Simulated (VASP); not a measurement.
# Be2Si in VASP: notebook

Aim: see how the results for Be2Si move with the level of theory and the settings. Levels: PBE, LDA. Tasks: single point.

Everything below comes from runs of VASP 6.6.1. Logs are shortened: lines on timing, memory, paths and dates and some standing lists are left out, and cuts for length are marked.

## Step 1: The cell of the first run

The structure is tetragonal, space group I4/mmm (No. 139). The conventional cell has a = 3.734 Å, b = 3.734 Å, c = 5.227 Å, α = 90.00°, β = 90.00°, γ = 90.00°. Si (site symmetry 4/mmm) has 8 Be at 2.28 Å within 3.0 Å. Within 3.0 Å of Be (site symmetry -4m2) lie 4 Si at 2.28 Å and 6 Be at 2.61 to 2.64 Å.

## Step 2: Single point, PBE

Input file INCAR:

```
PREC = Accurate
ENCUT = 520
EDIFF = 1E-6
ISMEAR = -1
SIGMA = 0.05
LREAL = F
LASPH = T
NELM = 60
ALGO = Normal
ISIF = 2
LWAVE = F
LCHARG = F
GGA = PE
NBANDS = 11
```

Input file KPOINTS:

```
regular mesh
0
Gamma
  9 9 9
```

Input file POSCAR:

```
Be2Si
1.0
    0.0000000000      2.6400000000      2.6400000000
    2.6136000000      0.0000000000      2.6400000000
    2.6136000000      2.6400000000      0.0000000000
Si Be
1 2
Direct
    0.0000000000      0.0000000000      0.0000000000
    0.2500000000      0.2500000000      0.2500000000
    0.7500000000      0.7500000000      0.7500000000
```

Potentials or basis: VASP PAW PBE potentials, release 64 (Si, Be).

The run is started by

```sh
$ cat potpaw_PBE.64/Si/POTCAR potpaw_PBE.64/Be/POTCAR > POTCAR
$ mpirun -np 1 vasp_std > vasp.out
```

OUTCAR:

```text
PREC = Accurate
   ENCUT = 520
   EDIFF = 1E-6
   ISMEAR = -1
   LREAL = F
   LASPH = T
   NELM = 60
   ISIF = 2
   GGA = PE

 ion  position               nearest neighbor table
   1  0.000  0.000  0.000-   3 2.28   3 2.28   3 2.28   2 2.28   3 2.28   2 2.28   2 2.28   2 2.28

   2  0.250  0.250  0.250-   1 2.28   1 2.28   1 2.28   1 2.28
   3  0.750  0.750  0.750-   1 2.28   1 2.28   1 2.28   1 2.28

  LATTYP: Found a body centered tetragonal cell.
 ALAT       =     3.7335238047
 C/A-ratio  =     1.4000714267

  Lattice vectors:

 A1 = (  -2.6136000000,   0.0000000000,  -2.6400000000)
 A2 = (  -2.6136000000,   0.0000000000,   2.6400000000)
 A3 = (   2.6136000000,   2.6400000000,   0.0000000000)

Analysis of symmetry for initial positions (statically):
=====================================================================
 Subroutine PRICEL returns:
 Original cell was already a primitive cell.

 Routine SETGRP: Setting up the symmetry group for a
 body centered tetragonal supercell.

 Subroutine GETGRP returns: Found 16 space group operations
 (whereof 16 operations were pure point group operations)
 out of a pool of 16 trial point group operations.

The static configuration has the point symmetry D_4h.

Analysis of symmetry for dynamics (positions and initial velocities):
=====================================================================
 Subroutine PRICEL returns:
 Original cell was already a primitive cell.

 Routine SETGRP: Setting up the symmetry group for a
 body centered tetragonal supercell.

 Subroutine GETGRP returns: Found 16 space group operations
 (whereof 16 operations were pure point group operations)
 out of a pool of 16 trial point group operations.

The dynamic configuration has the point symmetry D_4h.

 Subroutine INISYM returns: Found 16 space group operations
 (whereof 16 operations are pure point group operations),
 and found     1 'primitive' translations

----------------------------------------------------------------------------------------

                                     Primitive cell

  volume of cell :      36.4315

  direct lattice vectors                    reciprocal lattice vectors
     0.000000000  2.640000000  2.640000000    -0.191307009  0.189393939  0.189393939
     2.613600000  0.000000000  2.640000000     0.191307009 -0.189393939  0.189393939
     2.613600000  2.640000000  0.000000000     0.191307009  0.189393939 -0.189393939

  length of vectors
     3.733523805  3.714903089  3.714903089     0.329148144  0.329148144  0.329148144

  position of ions in fractional coordinates (direct lattice)
     0.000000000  0.000000000  0.000000000
     0.250000000  0.250000000  0.250000000
     0.750000000  0.750000000  0.750000000

  ion indices of the primitive-cell ions
   primitive index   ion index
                 1           1
                 2           2
                 3           3

----------------------------------------------------------------------------------------

 KPOINTS: regular mesh

Automatic generation of k-mesh.
 Grid dimensions read from file:
 generate k-points for:    9    9    9

 Generating k-lattice:

  Cartesian coordinates                     Fractional coordinates (reciprocal lattice)
    -0.021256334  0.021043771  0.021043771     0.111111111  0.000000000  0.000000000
     0.021256334 -0.021043771  0.021043771     0.000000000  0.111111111  0.000000000
     0.021256334  0.021043771 -0.021043771     0.000000000  0.000000000  0.111111111

  Length of vectors
     0.036572016  0.036572016  0.036572016

  Shift w.r.t. Gamma in fractional coordinates (k-lattice)
     0.000000000  0.000000000  0.000000000

 Subroutine IBZKPT returns following result:
 ===========================================

 Found     75 irreducible k-points:

 Following reciprocal coordinates:
            Coordinates               Weight
  0.000000  0.000000  0.000000      1.000000
  0.111111  0.000000  0.000000      8.000000
  0.222222  0.000000  0.000000      8.000000
  0.333333 -0.000000 -0.000000      8.000000
  0.444444  0.000000  0.000000      8.000000
  0.111111  0.111111  0.000000      4.000000
[... 16 lines left out ...]
 -0.333333  0.333333  0.000000      8.000000
  0.444444  0.444444  0.000000      4.000000
 [... further k-points ...]
   k-points           NKPTS =     75   k-points in BZ     NKDIM =     75   number of bands    NBANDS=     11
   number of dos      NEDOS =    301   number of ions     NIONS =      3
   total plane-waves  NPLWV =  21952
   dimension x,y,z NGX =    28 NGY =   28 NGZ =   28
   dimension x,y,z NGXF=    56 NGYF=   56 NGZF=   56
   ions per type =               1   2
   NGX,Y,Z   is equivalent  to a cutoff of  12.47, 12.53, 12.53 a.u.
   NGXF,Y,Z  is equivalent  to a cutoff of  24.94, 25.06, 25.06 a.u.
 SYSTEM =  unknown system
   PREC   = accura    normal or accurate (medium, high low for compatibility)
   ISTART =      0    job   : 0-new  1-cont  2-samecut
   ICHARG =      2    charge: 1-file 2-atom 10-const
   ISPIN  =      1    spin polarized calculation?
   LNONCOLLINEAR =      F non collinear calculations
   LSORBIT =      F    spin-orbit coupling
   LASPH  =      T    aspherical Exc in radial PAW
   ENCUT  =  520.0 eV  38.22 Ry    6.18 a.u.   6.94  6.91  6.91*2*pi/ulx,y,z
   NELM   =     60;   NELMIN=  2; NELMDL= -5     # of ELM steps
   EDIFF  = 0.1E-05   stopping-criterion for ELM
   LREAL  =      F    real-space projection
   EDIFFG = 0.1E-04   stopping-criterion for IOM
   NSW    =      0    number of steps for IOM
   IBRION =     -1    ionic relax: 0-MD 1-quasi-New 2-CG
   NFREE  =      0    steps in history (QN), initial steepest desc. (CG)
   ISIF   =      2    stress and relaxation
   ISYM   =      2    0-nonsym 1-usesym 2-fastsym
   POTIM  = 0.5000    time-step for ionic-motion
   TEBEG  =    0.0;   TEEND  =   0.0 temperature during run
   PSTRESS=    0.0 pullay stress
   NELECT =       8.0000    total number of electrons
   NUPDOWN=      -1.0000    fix difference up-down
   EMIN   =  10.00;   EMAX   =-10.00  energy-range for DOS
   EFERMI =   0.00;   METHOD = LEGACY
   ISMEAR =    -1;   SIGMA  =   0.05  broadening in eV -4-tet -1-fermi 0-gaus
   EFERMI_NEDOS =   21; number of points for ismear=-14 and -15
   IALGO  =     38    algorithm
   IMIX   =      4    mixing-type and parameters
     AMIX     =   0.40;   BMIX     =  1.00
     AMIX_MAG =   1.60;   BMIX_MAG =  1.00
  volume/ion in A,a.u.               =      12.14        81.95
  Fermi-wavevector in a.u.,A,eV,Ry     =   0.987671  1.866428 13.272414  0.975495
  Thomas-Fermi vector in A             =   2.119142
   LORBIT       =      0    0 simple, 1 ext, 2 COOP (PROOUT), +10 PAW based schemes
   GGA     = PE    functional components
   LHFCALC =     F    Hartree Fock is set to
   AEXX    =    0.0000 exact exchange contribution
   IVDW    =     0    specifies the selected vdW correction
   LEPSILON=     F    determine dielectric tensor
   LRPA    =     F    only Hartree local field effects (RPA)
 non-spin polarized calculation
  energy-cutoff  :      520.00
  volume of cell :       36.43
 maximum number of plane-waves:       995
   NGX = 13   NGY = 13   NGZ = 13

 number of electron       8.0000000 magnetization

 Free energy of the ion-electron system (eV)
  ---------------------------------------------------
  ext. energy  EPLUGINS =         0.00000000
  ---------------------------------------------------
  free energy    TOTEN  =       -12.24386200 eV

  energy without entropy =      -12.24109678  energy(sigma->0) =      -12.24247939

 E-fermi :   6.7649     XC(G=0): -10.0000

 val. band max:        6.7402474758   @ k =  -0.1111   0.4444   0.4444
 cond. band min:       6.8341503271   @ k =   0.0000   0.2222   0.2222
 fundamental gap:      0.0939028513
 Fermi energy:         6.7649440286

 k-point     1 :       0.0000    0.0000    0.0000
  band No.  band energies     occupation
      1      -5.3328      2.00000
      2       7.1292      0.00137
      3       7.1932      0.00038
      4       7.1932      0.00038
      5       7.5781      0.00000
      6       7.5781      0.00000
      7       7.6645      0.00000
      8      12.9609      0.00000
      9      14.1910      0.00000
     10      14.1910      0.00000
     11      14.2616      0.00000

 k-point     2 :       0.1111    0.0000    0.0000
  band No.  band energies     occupation
      1      -5.1713      2.00000
      2       5.2946      2.00000
      3       6.5277      1.98277
      4       6.5458      1.97534
      5       8.2851      0.00000
      6       8.2992      0.00000
      7       8.7796      0.00000
      8      13.1019      0.00000
      9      13.1945      0.00000
     10      13.2351      0.00000
     11      14.3825      0.00000

 k-point     3 :       0.2222    0.0000    0.0000
  band No.  band energies     occupation
      1      -4.6936      2.00000
      2       3.1072      2.00000
      3       5.9178      2.00000
      4       5.9701      2.00000
      5       8.6651      0.00000
      6       8.7130      0.00000
      7       9.2723      0.00000
      8      12.9029      0.00000
      9      12.9078      0.00000
     10      13.3326      0.00000
     11      14.9415      0.00000

 k-point     4 :       0.3333   -0.0000   -0.0000
  band No.  band energies     occupation
      1      -3.9345      2.00000
      2       1.1261      2.00000
      3       5.5444      2.00000
      4       5.6265      2.00000
      5       8.3625      0.00000
      6       8.4355      0.00000
      7       9.3705      0.00000
      8      13.2326      0.00000
      9      14.0744      0.00000
     10      14.1553      0.00000
     11      15.9813      0.00000
[... 239 lines left out ...]
 k-point    22 :      -0.4444    0.3333   -0.0000
  band No.  band energies     occupation
      1      -2.0828      2.00000
      2       0.6369      2.00000
      3       1.5318      2.00000
      4       3.3953      2.00000
      5       7.1715      0.00059
      6      10.0183      0.00000
      7      12.4552      0.00000
      8      13.5442      0.00000
      9      16.0516      0.00000
     10      16.7290      0.00000
     11      16.7720      0.00000

 k-point    23 :      -0.3333    0.3333    0.0000
  band No.  band energies     occupation
      1      -2.1332      2.00000
      2       0.6909      2.00000
      3       1.1050      2.00000
      4       3.8931      2.00000
      5       7.5381      0.00000
      6      11.4228      0.00000
      7      12.4334      0.00000
      8      13.2038      0.00000
      9      14.2499      0.00000
     10      14.9504      0.00000
     11      16.2742      0.00000

 k-point    24 :       0.4444    0.4444    0.0000
  band No.  band energies     occupation
      1      -2.2721      2.00000
      2       0.6534      2.00000
      3       2.9273      2.00000
      4       2.9581      2.00000
      5       6.6222      1.89115
      6       7.2455      0.00013
      7      14.1741      0.00000
      8      14.4798      0.00000
      9      17.5745      0.00000
     10      18.6684      0.00000
     11      18.9438      0.00000

 [... further k-points ...]
[... 5 lines left out ...]
  --------------------------------------------------------------------------------------
  -------------------------------------------------------------------------------------
  Total        0.3604965      0.2460349      0.2460349      0.0000000      0.0000000      0.0000000
  in kB       15.8538457     10.8200779     10.8200779      0.0000000      0.0000000      0.0000000
  external PRESSURE =      12.4980005 kB  Pullay stress =       0.0000000 kB

 VOLUME and BASIS-vectors are now :
 -----------------------------------------------------------------------------
  energy-cutoff  :      520.00
  volume of cell :       36.43
      direct lattice vectors                 reciprocal lattice vectors
     0.000000000  2.640000000  2.640000000    -0.191307009  0.189393939  0.189393939
     2.613600000  0.000000000  2.640000000     0.191307009 -0.189393939  0.189393939
     2.613600000  2.640000000  0.000000000     0.191307009  0.189393939 -0.189393939

 POSITION                                       TOTAL-FORCE (eV/Angst)
 -----------------------------------------------------------------------------------
      0.00000      0.00000      0.00000         0.000000      0.000000     -0.000000
      1.30680      1.32000      1.32000         0.000000      0.000000      0.000000
      3.92040      3.96000      3.96000        -0.000000     -0.000000      0.000000
 -----------------------------------------------------------------------------------
    total drift:                               -0.000000      0.000000     -0.000000

  FREE ENERGIE OF THE ION-ELECTRON SYSTEM (eV)
  ---------------------------------------------------
  free  energy   TOTEN  =       -12.2438620037 eV

  energy  without entropy=      -12.2410967816  energy(sigma->0) =      -12.24247939
```

Run time: 11 s. Hardware: 1 thread of Intel Xeon Platinum 8481C at 2.70GHz (Sapphire Rapids), shared host; peak memory 0.16 GiB.

Results:

| Quantity | Value |
| --- | --- |
| Free energy | -12.2439 eV |
| Pressure | 1.2 GPa |
| Band gap on the k mesh | zero (band 4 reaches 7.19 eV, above the bottom of band 5 at 6.51 eV) |

(Continued in part 2 of 2.)
